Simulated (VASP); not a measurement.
# AgCl (F-43m) in VASP: further runs, part 2 of 2

VASP 6.6.1. The steps go on from the part before.

## 3. Single point, PBE (volume changed by +3%)

File INCAR:

```
ALGO = Normal ; EDIFF = 1E-6
ENCUT = 520 ; GGA = PE
ISIF = 2 ; ISMEAR = 0
LASPH = True ; LCHARG = False
LREAL = False ; LWAVE = False
NBANDS = 16 ; NELM = 100
PREC = Accurate ; SIGMA = 0.01
```

File KPOINTS:

```
k-points
0
Gamma
  6 6 6
```

File POSCAR:

```
AgCl
1.0
    0.0000000000      3.0593569817      3.0593569817
    3.0593569817      0.0000000000      3.0593569817
    3.0593569817      3.0593569817      0.0000000000
Ag Cl
1 1
Direct
    0.0000000000      0.0000000000      0.0000000000
    0.2500000000      0.2500000000      0.2500000000
```

Potentials or basis: VASP PAW PBE potentials, release 64 (Ag, Cl).

The run is started by

```console
$ cat potpaw_PBE.64/Ag/POTCAR potpaw_PBE.64/Cl/POTCAR > POTCAR
$ mpirun -np 1 vasp_std > vasp.out
```

OUTCAR:

```text
EDIFF = 1E-6
   ENCUT = 520
   GGA = PE
   ISIF = 2
   ISMEAR = 0
   LASPH = True
   LREAL = False
   NELM = 100
   PREC = Accurate

 ion  position               nearest neighbor table
   1  0.000  0.000  0.000-   2 2.65   2 2.65   2 2.65   2 2.65
   2  0.250  0.250  0.250-   1 2.65   1 2.65   1 2.65   1 2.65

  LATTYP: Found a face centered cubic cell.
 ALAT       =     6.1187139634

  Lattice vectors:

 A1 = (   0.0000000000,   3.0593569817,   3.0593569817)
[... 479 lines left out ...]
------------------------ aborting loop because EDIFF is reached ----------------------------------------

  FORCE on cell =-STRESS in cart. coord.  units (eV):
  Direction    XX          YY          ZZ          XY          YZ          ZX
  --------------------------------------------------------------------------------------
  -------------------------------------------------------------------------------------
  Total       -0.3263182     -0.3263182     -0.3263182      0.0000000     -0.0000000      0.0000000
  in kB       -9.1291712     -9.1291712     -9.1291712      0.0000000     -0.0000000      0.0000000
  external PRESSURE =      -9.1291712 kB  Pullay stress =       0.0000000 kB

 VOLUME and BASIS-vectors are now :
 -----------------------------------------------------------------------------
  energy-cutoff  :      520.00
  volume of cell :       57.27
      direct lattice vectors                 reciprocal lattice vectors
     0.000000000  3.059356982  3.059356982    -0.163433036  0.163433036  0.163433036
     3.059356982  0.000000000  3.059356982     0.163433036 -0.163433036  0.163433036
     3.059356982  3.059356982  0.000000000     0.163433036  0.163433036 -0.163433036

 POSITION                                       TOTAL-FORCE (eV/Angst)
 -----------------------------------------------------------------------------------
      0.00000      0.00000      0.00000         0.000000     -0.000000     -0.000000
      1.52968      1.52968      1.52968        -0.000000      0.000000      0.000000
 -----------------------------------------------------------------------------------
    total drift:                               -0.000000     -0.000000     -0.000000

  FREE ENERGIE OF THE ION-ELECTRON SYSTEM (eV)
  ---------------------------------------------------
  free  energy   TOTEN  =        -5.4481845017 eV

  energy  without entropy=       -5.4481845017  energy(sigma->0) =       -5.44818450
```

OSZICAR:

```text
N       E                     dE             d eps       ncg     rms          rms(c)
DAV:   1     0.996316801888E+02    0.99632E+02   -0.80956E+03   520   0.970E+02
DAV:   2    -0.116572942105E+01   -0.10080E+03   -0.92997E+02   640   0.214E+02
DAV:   3    -0.560923654457E+01   -0.44435E+01   -0.44304E+01   624   0.461E+01
DAV:   4    -0.564938086614E+01   -0.40144E-01   -0.40138E-01   672   0.467E+00
DAV:   5    -0.565006956012E+01   -0.68869E-03   -0.68869E-03   656   0.597E-01    0.483E+00
DAV:   6    -0.545146209651E+01    0.19861E+00   -0.29408E-01   704   0.658E+00    0.336E+00
DAV:   7    -0.544772900874E+01    0.37331E-02   -0.10253E-01   584   0.210E+00    0.184E+00
DAV:   8    -0.544774436589E+01   -0.15357E-04   -0.64624E-03   616   0.813E-01    0.234E-01
DAV:   9    -0.544794050959E+01   -0.19614E-03   -0.74154E-04   648   0.373E-01    0.522E-02
DAV:  10    -0.544816777494E+01   -0.22727E-03   -0.29836E-04   624   0.118E-01    0.435E-02
DAV:  11    -0.544818247128E+01   -0.14696E-04   -0.11252E-05   648   0.238E-02    0.694E-03
DAV:  12    -0.544818421648E+01   -0.17452E-05   -0.16237E-06   632   0.917E-03    0.368E-03
DAV:  13    -0.544818450172E+01   -0.28524E-06   -0.42730E-07   528   0.558E-03
   1 F= -.54481845E+01 E0= -.54481845E+01  d E =-.256608E-15
```

stdout:

```text
POSCAR found type information on POSCAR AgCl
 POSCAR found :  2 types and       2 ions
 scaLAPACK will be used
 LDA part: xc-table for (Slater+PW92), standard interpolation
 POSCAR, INCAR and KPOINTS ok, starting setup
 FFT: planning ... GRIDC
 FFT: planning ... GRID_SOFT
 FFT: planning ... GRID
 WAVECAR not read
 entering main loop
```

Run time: 8.5 s. Hardware: 1 thread of AMD EPYC 9R45 (Zen 5), shared host; peak memory 0.15 GiB.

Results:

| Item | Value |
| --- | --- |
| Free energy | -5.4482 eV |
| Pressure | -0.9 GPa |
| Band gap on the k mesh | 1.33 eV, direct |

Levels at points of the mesh, in eV from the valence-band top:
| k point | band 6 | band 7 | band 8 | band 9 | band 10 | band 11 | band 12 | band 13 |
| --- | --- | --- | --- | --- | --- | --- | --- | --- |
| (0.00, 0.00, 0.00) | -1.93 | 0.00 | 0.00 | 0.00 | 1.33 | 8.14 | 8.14 | 8.14 |
| (0.50, 0.00, 0.00) | -1.87 | -1.80 | -0.51 | -0.51 | 3.74 | 6.62 | 8.46 | 8.46 |
| (0.50, 0.50, 0.00) | -1.80 | -1.56 | -1.20 | -1.20 | 4.93 | 5.27 | 8.67 | 10.41 |

## 4. Single point, PBE (volume changed by +6%)

File INCAR:

```
SYSTEM = AgCl
  PREC = Accurate
  ENCUT = 520
  EDIFF = 1E-6
  ISMEAR = 0
  SIGMA = 0.01
  LREAL = .FALSE.
  LASPH = .TRUE.
  NELM = 80
  ALGO = Normal
  ISIF = 2
  LWAVE = .FALSE.
  LCHARG = .TRUE.
  GGA = PE
  LELF = .TRUE.
  LVHAR = .TRUE.
  NBANDS = 16
```

File KPOINTS:

```
regular mesh
0
G
  6 6 6
  0 0 0
```

File POSCAR:

```
AgCl
1.0
    0.0000000000      3.0887756804      3.0887756804
    3.0887756804      0.0000000000      3.0887756804
    3.0887756804      3.0887756804      0.0000000000
Ag Cl
1 1
Direct
    0.0000000000      0.0000000000      0.0000000000
    0.2500000000      0.2500000000      0.2500000000
```

Potentials or basis: VASP PAW PBE potentials, release 64 (Ag, Cl).

The run is started by

```console
$ cat potpaw_PBE.64/Ag/POTCAR potpaw_PBE.64/Cl/POTCAR > POTCAR
$ mpirun -np 1 vasp_std > vasp.out
```

OUTCAR:

```text
SYSTEM = AgCl
   PREC = Accurate
   ENCUT = 520
   EDIFF = 1E-6
   ISMEAR = 0
   LREAL = .FALSE.
   LASPH = .TRUE.
   NELM = 80
   ISIF = 2
   GGA = PE

 ion  position               nearest neighbor table
   1  0.000  0.000  0.000-   2 2.67   2 2.67   2 2.67   2 2.67
   2  0.250  0.250  0.250-   1 2.67   1 2.67   1 2.67   1 2.67

  LATTYP: Found a face centered cubic cell.
 ALAT       =     6.1775513608

  Lattice vectors:

 A1 = (   0.0000000000,   3.0887756804,   3.0887756804)
 A2 = (   3.0887756804,   0.0000000000,   3.0887756804)
 A3 = (   3.0887756804,   3.0887756804,   0.0000000000)

Analysis of symmetry for initial positions (statically):
=====================================================================
 Subroutine PRICEL returns:
 Original cell was already a primitive cell.

 Routine SETGRP: Setting up the symmetry group for a
 face centered cubic supercell.

 Subroutine GETGRP returns: Found 24 space group operations
 (whereof 24 operations were pure point group operations)
 out of a pool of 48 trial point group operations.

The static configuration has the point symmetry T_d .

[... 148 lines left out ...]

  energy without entropy =       -5.43558561  energy(sigma->0) =       -5.43558561

 E-fermi :   0.9550     XC(G=0):  -8.0989

 val. band max:        0.8434924756   @ k =   0.0000   0.0000   0.0000
 cond. band min:       2.2054081923   @ k =   0.0000   0.0000   0.0000
 fundamental gap:      1.3619157166
 Fermi energy:         0.9549892787

 k-point     1 :       0.0000    0.0000    0.0000
  band No.  band energies     occupation
      1     -13.5109      2.00000
      2      -2.7048      2.00000
      3      -2.7048      2.00000
      4      -2.7048      2.00000
      5      -1.0042      2.00000
      6      -1.0042      2.00000
[... 281 lines left out ...]
      3      -2.4138      2.00000
      4      -2.2446      2.00000
      5      -1.0023      2.00000
      6      -0.8394      2.00000
[... 8 lines left out ...]
     15      14.2140      0.00000
     16      14.2645      0.00000

------------------------ aborting loop because EDIFF is reached ----------------------------------------

  FORCE on cell =-STRESS in cart. coord.  units (eV):
  Direction    XX          YY          ZZ          XY          YZ          ZX
  --------------------------------------------------------------------------------------
  -------------------------------------------------------------------------------------
  Total       -0.5867253     -0.5867253     -0.5867253      0.0000000      0.0000000      0.0000000
  in kB      -15.9498382    -15.9498382    -15.9498382      0.0000000      0.0000000      0.0000000
  external PRESSURE =     -15.9498382 kB  Pullay stress =       0.0000000 kB

 VOLUME and BASIS-vectors are now :
 -----------------------------------------------------------------------------
  energy-cutoff  :      520.00
  volume of cell :       58.94
      direct lattice vectors                 reciprocal lattice vectors
     0.000000000  3.088775680  3.088775680    -0.161876436  0.161876436  0.161876436
     3.088775680  0.000000000  3.088775680     0.161876436 -0.161876436  0.161876436
     3.088775680  3.088775680  0.000000000     0.161876436  0.161876436 -0.161876436

 POSITION                                       TOTAL-FORCE (eV/Angst)
 -----------------------------------------------------------------------------------
      0.00000      0.00000      0.00000        -0.000000     -0.000000     -0.000000
      1.54439      1.54439      1.54439         0.000000      0.000000      0.000000
 -----------------------------------------------------------------------------------
    total drift:                                0.000000      0.000000      0.000000

  FREE ENERGIE OF THE ION-ELECTRON SYSTEM (eV)
  ---------------------------------------------------
  free  energy   TOTEN  =        -5.4355856082 eV

  energy  without entropy=       -5.4355856082  energy(sigma->0) =       -5.43558561
```

OSZICAR:

```text
N       E                     dE             d eps       ncg     rms          rms(c)
DAV:   1     0.976725403488E+02    0.97673E+02   -0.80620E+03   520   0.963E+02
DAV:   2    -0.119697450799E+01   -0.98870E+02   -0.92200E+02   624   0.211E+02
DAV:   3    -0.560536782740E+01   -0.44084E+01   -0.43966E+01   640   0.457E+01
DAV:   4    -0.564497227177E+01   -0.39604E-01   -0.39598E-01   688   0.465E+00
DAV:   5    -0.564564595901E+01   -0.67369E-03   -0.67368E-03   632   0.604E-01    0.451E+00
DAV:   6    -0.543914996242E+01    0.20650E+00   -0.30238E-01   704   0.657E+00    0.315E+00
DAV:   7    -0.543508987969E+01    0.40601E-02   -0.10216E-01   600   0.211E+00    0.177E+00
DAV:   8    -0.543513616257E+01   -0.46283E-04   -0.67856E-03   640   0.826E-01    0.219E-01
DAV:   9    -0.543532150102E+01   -0.18534E-03   -0.75486E-04   632   0.382E-01    0.569E-02
DAV:  10    -0.543556574887E+01   -0.24425E-03   -0.32761E-04   616   0.121E-01    0.437E-02
DAV:  11    -0.543558292304E+01   -0.17174E-04   -0.11848E-05   672   0.257E-02    0.816E-03
DAV:  12    -0.543558521266E+01   -0.22896E-05   -0.21535E-06   624   0.111E-02    0.433E-03
DAV:  13    -0.543558560824E+01   -0.39558E-06   -0.59929E-07   512   0.712E-03
   1 F= -.54355856E+01 E0= -.54355856E+01  d E =-.802523E-58
```

Run time: 9 s. Hardware: 1 thread of AMD EPYC 9R45 (Zen 5), shared host; peak memory 0.15 GiB.

What came out:

```
Free energy            : -5.4356 eV
Pressure               : -1.6 GPa
Band gap on the k mesh : 1.36 eV, direct
```

## 5. The runs side by side

```tsv
cell	gap on the mesh (eV)	pressure (GPa)
a = 4.284 Å, angles 60.0°, 2 atoms	1.29	-0.1
a = 4.327 Å, angles 60.0°, 2 atoms	1.33	-0.9
a = 4.368 Å, angles 60.0°, 2 atoms	1.36	-1.6
```

Alike in all rows: task single point; level PBE; potentials or basis VASP PAW PBE potentials, release 64 (Ag, Cl); no spin polarisation; k mesh 6 × 6 × 6; cutoff (eV) 520; smearing gaussian 0.01 eV.

Total energies depend on the potentials used, so only differences within one code and one set of settings carry meaning.
